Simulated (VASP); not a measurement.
**C: single point with r2SCAN**

Crystal: C.

```
C
1.0
     1.28943    0.74445    3.43069
    -1.28943    0.74445    3.43069
     0.00000   -1.48890    3.43069
C
2
Cartesian
  0.0000 0.0000 1.6879
  0.0000 0.0000 8.6042
```

This cell differs from its parent crystal: strain +0.050 along x and y, +0.025 along z.

```
Program                : VASP 6.6.1
Task                   : single point
Functional             : r2SCAN
Potentials or basis    : VASP PAW PBE potentials, release 64 (C)
Cutoff                 : 520 eV
k mesh                 : 12 × 12 × 12
Occupations            : gaussian, width 0.05 eV
Spin                   : no spin polarisation
Dipole correction      : no
Further INCAR settings : ALGO = Normal; EDIFF = 1e-06; NBANDS = 11
```

```json
{
 "Pressure": "-32.3 GPa",
 "Largest force": "0.889 eV/Å",
 "Band gap on the k mesh": "0.73 eV, direct"
}
```

Forces in eV/Å, atoms in the order of the input:
```
C    0.000  0.000  0.889
C    0.000  0.000 -0.889
```

Stress tensor (GPa, compression positive):
```
-48.64   0.00   0.00
  0.00 -48.64   0.00
  0.00   0.00   0.24
```

Levels at points of the mesh, in eV from the valence-band top:
```
           k point  band 1  band 2  band 3  band 4  band 5  band 6  band 7  band 8  band 9
(0.00, 0.00, 0.00)  -19.39   -5.74   -2.82   -2.82    5.11    8.21    8.21   10.41   11.03
(0.50, 0.00, 0.00)  -14.43  -12.80   -5.95   -1.47    2.25    6.90   12.61   12.84   18.49
(0.50, 0.50, 0.00)  -14.33  -12.72   -6.01   -2.26    1.82    6.55   13.20   15.85   18.72
(0.50, 0.50, 0.50)  -19.12   -7.64   -2.84   -2.84    8.17    8.17   10.22   11.10   11.44
```

Run time: 2.3 min on 1 thread of AMD EPYC 9R45 96-Core Processor (Zen 5), with other jobs on the host, peak memory 0.14 GiB.

Caveat: the cell differs from its parent crystal (strain +0.050 along x and y, +0.025 along z); the PAW data sets were made with another functional, which shifts forces and pressure a little. A k mesh can miss the band edges.
